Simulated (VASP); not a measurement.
Crystal: EuS.

```
Eu S
1.0
     4.21223    0.00000    0.00000
     2.10612    3.64790    0.00000
     2.10612    1.21597    3.43928
Eu S
1 1
Direct
  0.00000 0.00000 0.00000
  0.50000 0.50000 0.50000
```

Base run:

| Quantity | Value |
| --- | --- |
| Program | VASP 6.6.1 |
| Functional | PBE |
| Potentials or basis | VASP PAW PBE potentials, release 64 (Eu, S) |
| Cutoff | 600 eV |
| k mesh | 10 × 10 × 10 |
| Occupations | fermi-dirac, width 0.05 eV |
| Spin | collinear spin, ferromagnetic start |
| Starting moments | [4.9, 0.0] μB |
| Hubbard terms | Eu f U = 1.5 eV |

Its results: band gap on the k mesh zero (filled and empty bands overlap); pressure -1.6 GPa; net moment 7.00 μB per cell; site moments Eu +6.63; S -0.07 μB.

The run is repeated on the same cell with these changes: hubbard terms from Eu f U = 1.5 eV to none. What comes out?

Band gap on the k mesh zero (filled and empty bands overlap); pressure -2.7 GPa; net moment 6.98 μB per cell; site moments Eu +6.59; S -0.07 μB.

Caveats: spin-orbit coupling is left out, which moves the levels of the heavy elements; a cell with one magnetic atom can't hold antiferromagnetic order, which such compounds often take; semilocal functionals describe open f shells poorly, which spoils levels, moments and volumes (at least some runs).
